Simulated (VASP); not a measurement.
# HfMoC2 (P4/mmm) in VASP: notebook

Aim: see how the results for HfMoC2 move with the level of theory and the settings. Levels: PBEsol, PBEsol+U. Tasks: density of states, vibrations by perturbation theory.

All numbers are computed with VASP 6.6.1; they aren't measurements. Logs are shortened: lines on timing, memory, paths and dates and some standing lists are left out, and cuts for length are marked.

## Step 1: The cell of the first run

It takes space group P4/mmm (No. 123, tetragonal). Conventional cell: a = 3.191 Å, b = 3.191 Å, c = 4.485 Å, α = 90.00°, β = 90.00°, γ = 90.00°. Within 3.0 Å of Hf (site symmetry 4/mmm) lie 6 C at 2.24 to 2.26 Å. Within 3.0 Å of Mo (site symmetry 4/mmm) lie 6 C at 2.24 to 2.26 Å. C (site symmetry 4/mmm) has 2 Mo at 2.24 Å and 4 Hf at 2.26 Å within 3.0 Å. Within 3.0 Å of C (site symmetry 4/mmm) lie 2 Hf at 2.24 Å and 4 Mo at 2.26 Å.

## Step 2: Density of states, PBEsol

POSCAR reads:

```
HfMoC2
1.0
    3.1914230000      0.0000000000      0.0000000000
    0.0000000000      3.1914230000      0.0000000000
    0.0000000000      0.0000000000      4.4851640000
Hf Mo C
1 1 2
Direct
    0.0000000000      0.0000000000      0.0000000000
    0.5000000000      0.5000000000      0.5000000000
    0.5000000000      0.5000000000      0.0000000000
    0.0000000000      0.0000000000      0.5000000000
```

INCAR.step1 reads:

```
ALGO = Normal ; EDIFF = 1E-6
ENCUT = 520 ; GGA = PS
ISIF = 2 ; ISMEAR = -1
LASPH = T ; LCHARG = T
LMAXMIX = 4 ; LREAL = F
LWAVE = F ; NBANDS = 24
NELM = 100 ; PREC = Accurate
SIGMA = 0.05
```

KPOINTS.step1 reads:

```
k-points
0
Gamma
  8 8 6
```

INCAR.step2 reads:

```
ALGO = Normal ; EDIFF = 1E-6
ENCUT = 520 ; GGA = PS
ICHARG = 11 ; ISIF = 2
ISMEAR = -5 ; LASPH = T
LCHARG = F ; LMAXMIX = 4
LORBIT = 11 ; LREAL = F
LWAVE = F ; NEDOS = 1001
NELM = 100 ; PREC = Accurate
SIGMA = 0.05
```

KPOINTS.step2 reads:

```
k-points
0
Gamma
  12 12 9
```

Potentials or basis: VASP PAW PBE potentials, release 64 (Hf_pv, Mo_sv, C).

Command:

```
> cat potpaw_PBE.64/Hf_pv/POTCAR potpaw_PBE.64/Mo_sv/POTCAR potpaw_PBE.64/C/POTCAR > POTCAR
> cp INCAR.step1 INCAR
> cp KPOINTS.step1 KPOINTS
> mpirun -np 1 vasp_std > vasp.out
> cp INCAR.step2 INCAR
> cp KPOINTS.step2 KPOINTS
> mpirun -np 1 vasp_std > vasp.out
```

OUTCAR:

```text
EDIFF = 1E-6
   ENCUT = 520
   GGA = PS
   ICHARG = 11
   ISIF = 2
   ISMEAR = -5
   LASPH = T
   LORBIT = 11
   LREAL = F
   NELM = 100
   PREC = Accurate

 ion  position               nearest neighbor table
   1  0.000  0.000  0.000-   4 2.24   4 2.24   3 2.26   3 2.26   3 2.26   3 2.26   2 3.18   2 3.18
                             2 3.18   2 3.18   2 3.18   2 3.18   2 3.18   2 3.18
   2  0.500  0.500  0.500-   3 2.24   3 2.24   4 2.26   4 2.26   4 2.26   4 2.26   1 3.18   1 3.18
                             1 3.18   1 3.18   1 3.18   1 3.18   1 3.18   1 3.18
   3  0.500  0.500  0.000-   2 2.24   2 2.24   1 2.26   1 2.26   1 2.26   1 2.26
   4  0.000  0.000  0.500-   1 2.24   1 2.24   2 2.26   2 2.26   2 2.26   2 2.26

  LATTYP: Found a simple tetragonal cell.
 ALAT       =     3.1914230000
 C/A-ratio  =     1.4053806092

  Lattice vectors:

 A1 = (   3.1914230000,   0.0000000000,   0.0000000000)
 A2 = (   0.0000000000,   3.1914230000,   0.0000000000)
 A3 = (   0.0000000000,   0.0000000000,   4.4851640000)

Analysis of symmetry for initial positions (statically):
=====================================================================
 Subroutine PRICEL returns:
 Original cell was already a primitive cell.

 Routine SETGRP: Setting up the symmetry group for a
 simple tetragonal supercell.

 Subroutine GETGRP returns: Found 16 space group operations
 (whereof 16 operations were pure point group operations)
 out of a pool of 16 trial point group operations.

The static configuration has the point symmetry D_4h.

Analysis of symmetry for dynamics (positions and initial velocities):
=====================================================================
 Subroutine PRICEL returns:
 Original cell was already a primitive cell.

 Routine SETGRP: Setting up the symmetry group for a
 simple tetragonal supercell.

 Subroutine GETGRP returns: Found 16 space group operations
 (whereof 16 operations were pure point group operations)
 out of a pool of 16 trial point group operations.

The dynamic configuration has the point symmetry D_4h.

 Subroutine INISYM returns: Found 16 space group operations
 (whereof 16 operations are pure point group operations),
 and found     1 'primitive' translations

----------------------------------------------------------------------------------------

                                     Primitive cell

  volume of cell :      45.6822

  direct lattice vectors                    reciprocal lattice vectors
     3.191423000  0.000000000  0.000000000     0.313339849  0.000000000  0.000000000
[... 98 lines left out ...]
   ISIF   =      2    stress and relaxation
   ISYM   =      2    0-nonsym 1-usesym 2-fastsym
   POTIM  = 0.5000    time-step for ionic-motion
   TEBEG  =    0.0;   TEEND  =   0.0 temperature during run
   PSTRESS=    0.0 pullay stress
   NELECT =      32.0000    total number of electrons
   NUPDOWN=      -1.0000    fix difference up-down
   EMIN   =  10.00;   EMAX   =-10.00  energy-range for DOS
   EFERMI =   0.00;   METHOD = LEGACY
   ISMEAR =    -5;   SIGMA  =   0.05  broadening in eV -4-tet -1-fermi 0-gaus
   EFERMI_NEDOS =   21; number of points for ismear=-14 and -15
   IALGO  =     38    algorithm
   IMIX   =      4    mixing-type and parameters
     AMIX     =   0.40;   BMIX     =  1.00
     AMIX_MAG =   1.60;   BMIX_MAG =  1.00
  volume/ion in A,a.u.               =      11.42        77.07
  Fermi-wavevector in a.u.,A,eV,Ry     =   1.453927  2.747523 28.761388  2.113902
  Thomas-Fermi vector in A             =   2.571136
   LORBIT       =     11    0 simple, 1 ext, 2 COOP (PROOUT), +10 PAW based schemes
   GGA     = PS    functional components
   LHFCALC =     F    Hartree Fock is set to
   AEXX    =    0.0000 exact exchange contribution
   IVDW    =     0    specifies the selected vdW correction
   LEPSILON=     F    determine dielectric tensor
   LRPA    =     F    only Hartree local field effects (RPA)
 non-spin polarized calculation
 Fermi weights with tetrahedron method with Bloechl corrections
  energy-cutoff  :      520.00
  volume of cell :       45.68
 maximum number of plane-waves:      1272
 NGX is ok and might be reduce to    24

 number of electron      32.0000000 magnetization

 Free energy of the ion-electron system (eV)
  ---------------------------------------------------
  ext. energy  EPLUGINS =         0.00000000
  ---------------------------------------------------
  free energy    TOTEN  =       -43.34312399 eV

  energy without entropy =      -43.34312399  energy(sigma->0) =      -43.34312399

 E-fermi :   9.2811     XC(G=0): -13.0483

 val. band max:        9.3006779907   @ k =   0.2500   0.1667   0.3333
 cond. band min:       9.1537935882   @ k =   0.5000   0.2500   0.2222
 fundamental gap:     -0.1468844024
 Fermi energy:         9.2810682453

 k-point     1 :       0.0000    0.0000    0.0000
  band No.  band energies     occupation
      1     -52.6564      2.00000
      2     -26.7393      2.00000
      3     -26.6774      2.00000
      4     -26.6774      2.00000
      5     -21.0293      2.00000
      6     -20.7290      2.00000
[... 541 lines left out ...]
     19      11.1719      0.00000
     20      12.8785      0.00000

 [... further k-points ...]
[... 5 lines left out ...]
  --------------------------------------------------------------------------------------
  -------------------------------------------------------------------------------------
  Total       -2.5021572     -2.5021572     -2.9815064      0.0000000      0.0000000      0.0000000
  in kB      -87.7562587    -87.7562587   -104.5681119      0.0000000      0.0000000      0.0000000
  external PRESSURE =     -93.3602098 kB  Pullay stress =       0.0000000 kB

 VOLUME and BASIS-vectors are now :
 -----------------------------------------------------------------------------
  energy-cutoff  :      520.00
  volume of cell :       45.68
      direct lattice vectors                 reciprocal lattice vectors
     3.191423000  0.000000000  0.000000000     0.313339849  0.000000000  0.000000000
     0.000000000  3.191423000  0.000000000     0.000000000  0.313339849  0.000000000
     0.000000000  0.000000000  4.485164000     0.000000000  0.000000000  0.222957288

 POSITION                                       TOTAL-FORCE (eV/Angst)
 -----------------------------------------------------------------------------------
      0.00000      0.00000      0.00000         0.000000      0.000000      0.000000
      1.59571      1.59571      2.24258         0.000000      0.000000      0.000000
      1.59571      1.59571      0.00000         0.000000      0.000000      0.000000
      0.00000      0.00000      2.24258         0.000000      0.000000      0.000000
 -----------------------------------------------------------------------------------
    total drift:                                0.000000     -0.000000     -0.000000

  FREE ENERGIE OF THE ION-ELECTRON SYSTEM (eV)
  ---------------------------------------------------
  free  energy   TOTEN  =       -43.3431239924 eV

  energy  without entropy=      -43.3431239924  energy(sigma->0) =      -43.34312399

 total charge

# of ion       s       p       d       tot
------------------------------------------
    1        0.321   6.703   1.842   8.866
    2        2.277   6.221   3.809  12.307
    3        0.872   1.540   0.000   2.412
    4        0.867   1.477   0.000   2.345
--------------------------------------------------
tot          4.337  15.942   5.651  25.930
```

OUTCAR.step1:

```text
EDIFF = 1E-6
   ENCUT = 520
   GGA = PS
   ISIF = 2
[... 880 lines left out ...]
      0.00000      0.00000      0.00000         0.000000      0.000000      0.000000
      1.59571      1.59571      2.24258         0.000000      0.000000      0.000000
      1.59571      1.59571      0.00000         0.000000      0.000000      0.000000
      0.00000      0.00000      2.24258         0.000000      0.000000      0.000000
 -----------------------------------------------------------------------------------
    total drift:                                0.000000     -0.000000     -0.000000

  FREE ENERGIE OF THE ION-ELECTRON SYSTEM (eV)
  ---------------------------------------------------
  free  energy   TOTEN  =       -43.3449839782 eV

  energy  without entropy=      -43.3327740415  energy(sigma->0) =      -43.33887901
```

Run time: 71 s. Hardware: 1 thread of AMD EPYC 9R45 (Zen 5), shared host; peak memory 0.23 GiB.

What came out:

```yaml
Valence_electrons_inside_the_program's_atomic_spheres: Hf 8.87; Mo 12.31; C 2.41, 2.35
```

Levels at points of the mesh, in eV from the Fermi level:
```csv
k point,band 12,band 13,band 14,band 15,band 16,band 17,band 18,band 19,band 20
"(0.00, 0.00, 0.00)",-1.38,-1.38,-1.22,-1.22,-0.42,-0.42,0.08,0.10,0.11
"(0.50, 0.00, 0.00)",-4.89,-4.29,-3.81,-3.70,-0.43,0.95,2.21,3.14,3.24
"(0.50, 0.50, 0.00)",-3.90,-3.90,-1.28,-1.05,-1.05,-0.95,1.07,1.40,2.48
```

Caveat: the PAW data sets were made with another functional, which shifts forces and pressure a little; spin-orbit coupling is left out, which moves the levels of the heavy elements; tetrahedron occupations give inexact forces and stress in metals.

## Step 3: Density of states, PBEsol+U

POSCAR is that of step 2.

INCAR.step1 reads:

```
  PREC = Accurate
  ENCUT = 520
  EDIFF = 1E-6
  ISMEAR = -1
  SIGMA = 0.05
  LREAL = False
  LASPH = True
  NELM = 150
  ALGO = Normal
  ISIF = 2
  LWAVE = False
  LCHARG = True
  LMAXMIX = 4
  LDAU = True
  LDAUTYPE = 2
  LDAUL = 2 2 -1
  LDAUU = 4 4 0
  LDAUJ = 0 0 0
  LDAUPRINT = 1
  GGA = PS
  NBANDS = 24
```

KPOINTS.step1 reads:

```
Automatic mesh
0
Gamma
  8 8 6
```

INCAR.step2 reads:

```
  PREC = Accurate
  ENCUT = 520
  EDIFF = 1E-6
  ISMEAR = -5
  SIGMA = 0.05
  LREAL = False
  LASPH = True
  NELM = 150
  ALGO = Normal
  ISIF = 2
  LWAVE = False
  LCHARG = False
  LMAXMIX = 4
  LDAU = True
  LDAUTYPE = 2
  LDAUL = 2 2 -1
  LDAUU = 4 4 0
  LDAUJ = 0 0 0
  LDAUPRINT = 1
  GGA = PS
  LORBIT = 11
  NBANDS = 24
  NEDOS = 2001
  ICHARG = 11
```

KPOINTS.step2 reads:

```
Automatic mesh
0
Gamma
  12 12 9
```

Potentials or basis: VASP PAW PBE potentials, release 64 (Hf_pv, Mo_sv, C).

Command:

```
> cat potpaw_PBE.64/Hf_pv/POTCAR potpaw_PBE.64/Mo_sv/POTCAR potpaw_PBE.64/C/POTCAR > POTCAR
> cp INCAR.step1 INCAR
> cp KPOINTS.step1 KPOINTS
> mpirun -np 1 vasp_std > vasp.out
> cp INCAR.step2 INCAR
> cp KPOINTS.step2 KPOINTS
> mpirun -np 1 vasp_std > vasp.out
```

It took 2.7 min on 1 thread of Intel Xeon 8259CL, shared host; peak memory 0.27 GiB.

It converged, with:

```
Valence electrons inside the program's atomic spheres : Hf 8.77; Mo 12.24; C 2.44, 2.37
```

Levels at points of the mesh, in eV from the Fermi level:
```csv
k point,band 12,band 13,band 14,band 15,band 16,band 17,band 18,band 19,band 20,band 21
"(0.00, 0.00, 0.00)",-1.44,-1.44,-1.36,-1.36,-0.41,-0.11,-0.10,-0.10,-0.08,0.51
"(0.50, 0.00, 0.00)",-4.95,-4.49,-3.81,-3.69,-0.50,1.11,2.06,3.11,3.75,4.35
"(0.50, 0.50, 0.00)",-3.86,-3.86,-1.47,-1.31,-1.31,-1.22,1.17,1.62,2.52,4.33
```

Eigenvalues of the final occupation matrices:
| site | spin | trace | eigenvalues |
| --- | --- | --- | --- |
| site 1 d | 1 | 0.86 | 0.12 0.12 0.13 0.24 0.25 |
| site 1 d | 2 | 0.86 | 0.12 0.12 0.13 0.24 0.25 |
| site 2 d | 1 | 1.89 | 0.33 0.37 0.39 0.40 0.40 |
| site 2 d | 2 | 1.89 | 0.33 0.37 0.39 0.40 0.40 |

Caveat: the PAW data sets were made with another functional, which shifts forces and pressure a little; spin-orbit coupling is left out, which moves the levels of the heavy elements; U without spin polarisation on a metal has little footing; the U is typed as a test and isn't derived for this compound; tetrahedron occupations give inexact forces and stress in metals.

## Step 4: Vibrations by perturbation theory, PBEsol

INCAR reads:

```
SYSTEM = HfMoC2
ALGO = Normal
EDIFF = 1E-8
ENCUT = 520
GGA = PS
IBRION = 8
ISIF = 2
ISMEAR = -1
LASPH = .True.
LCHARG = .False.
LREAL = .False.
LWAVE = .False.
NELM = 80
NSW = 1
PREC = Accurate
SIGMA = 0.05
```

KPOINTS reads:

```
k-points
0
Gamma
  8 8 6
  0 0 0
```

POSCAR is that of step 3.

Potentials or basis: VASP PAW PBE potentials, release 64 (Hf_pv, Mo_sv, C).

Command:

```
> cat potpaw_PBE.64/Hf_pv/POTCAR potpaw_PBE.64/Mo_sv/POTCAR potpaw_PBE.64/C/POTCAR > POTCAR
> mpirun -np 1 vasp_std > vasp.out
```

OUTCAR:

```text
SYSTEM = HfMoC2
   EDIFF = 1E-8
   ENCUT = 520
   GGA = PS
   IBRION = 8
   ISIF = 2
   ISMEAR = -1
   LASPH = .True.
   LREAL = .False.
   NELM = 80
   NSW = 1
   PREC = Accurate

 ion  position               nearest neighbor table
   1  0.000  0.000  0.000-   4 2.24   4 2.24   3 2.26   3 2.26   3 2.26   3 2.26   2 3.18   2 3.18
                             2 3.18   2 3.18   2 3.18   2 3.18   2 3.18   2 3.18
   2  0.500  0.500  0.500-   3 2.24   3 2.24   4 2.26   4 2.26   4 2.26   4 2.26   1 3.18   1 3.18
                             1 3.18   1 3.18   1 3.18   1 3.18   1 3.18   1 3.18
   3  0.500  0.500  0.000-   2 2.24   2 2.24   1 2.26   1 2.26   1 2.26   1 2.26
   4  0.000  0.000  0.500-   1 2.24   1 2.24   2 2.26   2 2.26   2 2.26   2 2.26

  LATTYP: Found a simple tetragonal cell.
[... 831 lines left out ...]

 Eigenvectors and eigenvalues of the dynamical matrix
 ----------------------------------------------------

   1 f  =   19.842389 THz   124.673407 2PiTHz  661.870852 cm-1    82.061490 meV
             X         Y         Z           dx          dy          dz
      0.000000  0.000000  0.000000     0.000000   -0.000000   -0.131914
      1.595711  1.595711  2.242582     0.000000   -0.000000   -0.102675
      1.595711  1.595711  0.000000    -0.000000    0.000000   -0.171658
      0.000000  0.000000  2.242582     0.000000   -0.000000    0.970871
[... 71 lines left out ...]
  12 f/i=    0.003193 THz     0.020065 2PiTHz    0.106519 cm-1     0.013207 meV
             X         Y         Z           dx          dy          dz
      0.000000  0.000000  0.000000     0.000000    0.000000   -0.773322
      1.595711  1.595711  2.242582     0.000000    0.000000   -0.567095
      1.595711  1.595711  0.000000     0.000000    0.000000   -0.200454
      0.000000  0.000000  2.242582     0.000000    0.000000   -0.200488

--------------------------------------------------------------------------------------------------------

 ELASTIC MODULI CONTR FROM IONIC RELAXATION (kBar)
 Direction    XX          YY          ZZ          XY          YZ          ZX
 --------------------------------------------------------------------------------
 XX           0.0000      0.0000      0.0000      0.0000      0.0000      0.0000
 YY           0.0000      0.0000      0.0000      0.0000      0.0000      0.0000
 ZZ           0.0000      0.0000      0.0000      0.0000      0.0000      0.0000
 XY           0.0000      0.0000      0.0000      0.0000      0.0000      0.0000
 YZ           0.0000      0.0000      0.0000      0.0000      0.0000      0.0000
 ZX           0.0000      0.0000      0.0000      0.0000      0.0000      0.0000
 --------------------------------------------------------------------------------
```

OSZICAR:

```text
N       E                     dE             d eps       ncg     rms          rms(c)
DAV:   1     0.218840970758E+03    0.21884E+03   -0.18629E+04  2424   0.160E+03
DAV:   2    -0.409115292832E+02   -0.25975E+03   -0.25208E+03  3020   0.413E+02
DAV:   3    -0.506092329338E+02   -0.96977E+01   -0.92455E+01  3012   0.670E+01
DAV:   4    -0.508028191558E+02   -0.19359E+00   -0.18930E+00  3072   0.826E+00
[... 212 lines left out ...]
RMM:  17    -0.126157557817E+00   -0.17826E-07   -0.23496E-07  3181   0.472E-05    0.530E-05
RMM:  18    -0.126157580032E+00   -0.22215E-07   -0.13336E-07  2897   0.467E-05    0.565E-05
RMM:  19    -0.126157586897E+00   -0.68650E-08   -0.14232E-07  2078   0.459E-05    0.607E-05
RMM:  20    -0.126157593978E+00   -0.70806E-08   -0.75877E-08  1793   0.456E-05    0.648E-05
 Linear response finished
```

stdout:

```text
POSCAR found type information on POSCAR HfMoC
 POSCAR found :  3 types and       4 ions
 scaLAPACK will be used
 -----------------------------------------------------------------------------
|                                                                             |
|                                                                             |
|     You enforced a specific xc type in the INCAR file but a different       |
[... 43 lines left out ...]
 Linear response progress:
 first order change of Fermi-energy  -0.12611E-02
 force on displaced ion       3 direction 3 :  -0.000  -0.000  -8.393
 Linear response progress:
 first order change of Fermi-energy  -0.75167E-03
 force on displaced ion       4 direction 1 :  -3.324   0.000   0.000
 Linear response progress:
 first order change of Fermi-energy   0.78656E-03
 force on displaced ion       4 direction 3 :  -0.000   0.000 -18.383
 Linear response finished
```

Run time: 18 min. Hardware: 1 thread of Intel Xeon Platinum 8488C (Sapphire Rapids), shared host; peak memory 0.44 GiB.

What came out:

```
Highest phonon frequency at Γ, LO-TO splitting left out : 662 cm⁻¹
```

Phonon frequencies in cm⁻¹ (negative: imaginary):
```tsv
q point	frequencies
(0.000, 0.000, 0.000)	0 0 0 148 148 214 278 278 436 570 570 662
```

Caveat: the cell wasn't relaxed at this level first, which shifts response properties; the PAW data sets were made with another functional, which shifts forces and pressure a little; spin-orbit coupling is left out, which moves the levels of the heavy elements.
